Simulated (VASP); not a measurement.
A run of VASP 6.6.1 is set up as follows.

The input INCAR:

```
PREC = Accurate
ENCUT = 520
EDIFF = 1E-6
ISMEAR = 0
SIGMA = 0.05
LREAL = False
LASPH = True
NELM = 100
ALGO = Normal
ISIF = 2
LWAVE = False
LCHARG = False
GGA = PS
NBANDS = 14
```

Contents of KPOINTS:

```
regular mesh
0
Gamma
  12 12 12
```

The input POSCAR:

```
MgO2
1.0
    1.6448800414      0.9496719347      3.3192799312
   -1.6448800414      0.9496719347      3.3192799312
    0.0000000000     -1.8993438694      3.3192799312
Mg O
1 2
Direct
    0.0000000000      0.0000000000      0.0000000000
    0.4287860000      0.4287860000      0.4287860000
    0.5712140000      0.5712140000      0.5712140000
```

Potentials or basis: VASP PAW PBE potentials, release 64 (Mg, O).

Run with:

```bash
$ cat potpaw_PBE.64/Mg/POTCAR potpaw_PBE.64/O/POTCAR > POTCAR
$ mpirun -np 1 vasp_std > vasp.out
```

Q: What does it give for the largest force?

A: 1.999 eV/Å.

Q: What does it give for the band gap on the k mesh?

A: 2.91 eV, indirect (least direct gap 3.12 eV).

Q: Predict the pressure.

A: 0.3 GPa.

Stress tensor (GPa, compression positive):
```
-9.91  0.00  0.00
 0.00 -9.91  0.00
 0.00  0.00 20.84
```

Caveat: the cell differs from its parent crystal (strain +0.025 along x and y, -0.050 along z); the PAW data sets were made with another functional, which shifts forces and pressure a little. A k mesh can miss the band edges.
